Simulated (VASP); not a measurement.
Write the native input for VASP 6.6.1 that does the following.

```
Task                   : single point
Functional             : PBEsol
Potentials or basis    : VASP PAW PBE potentials, release 64 (Sn_d)
Cutoff                 : 520 eV
k mesh                 : 12 × 12 × 12
Occupations            : fermi-dirac, width 0.1 eV
Spin                   : no spin polarisation
Dipole correction      : no
Further INCAR settings : ALGO = Normal; EDIFF = 1e-07; NBANDS = 13
```

The structure of Sn lies in POSCAR:

```
Sn
1.0
   -1.6822490967      1.7299999230      2.2783578694
    1.6822490967     -1.7299999230      2.2783578694
    1.6822490967      1.7299999230     -2.2783578694
Sn
1
Direct
    0.0000000000      0.0000000000      0.0000000000
```

The input as run:

INCAR

```
PREC = Accurate ; ENCUT = 520
EDIFF = 1E-7 ; ISMEAR = -1
SIGMA = 0.1 ; LREAL = False
LASPH = True ; NELM = 100
ALGO = Normal ; ISIF = 2
LWAVE = False ; LCHARG = False
GGA = PS ; NBANDS = 13
```

KPOINTS

```
Automatic mesh
0
Gamma
  12 12 12
```

Potentials or basis: VASP PAW PBE potentials, release 64 (Sn_d).

Launch:

```console
$ cat potpaw_PBE.64/Sn_d/POTCAR > POTCAR
$ mpirun -np 1 vasp_std > vasp.out
```

It gave:

```
Pressure               : -0.2 GPa
Band gap on the k mesh : zero (band 7 reaches 15.91 eV, above the bottom of band 8 at 6.17 eV)
```

Caveat: the PAW data sets were made with another functional, which shifts forces and pressure a little; spin-orbit coupling is left out, which moves the levels of the heavy elements.

Wall time 79 s on 1 thread of Intel(R) Xeon(R) 6975P-C (Granite Rapids), on a shared host, peak memory 0.22 GiB.
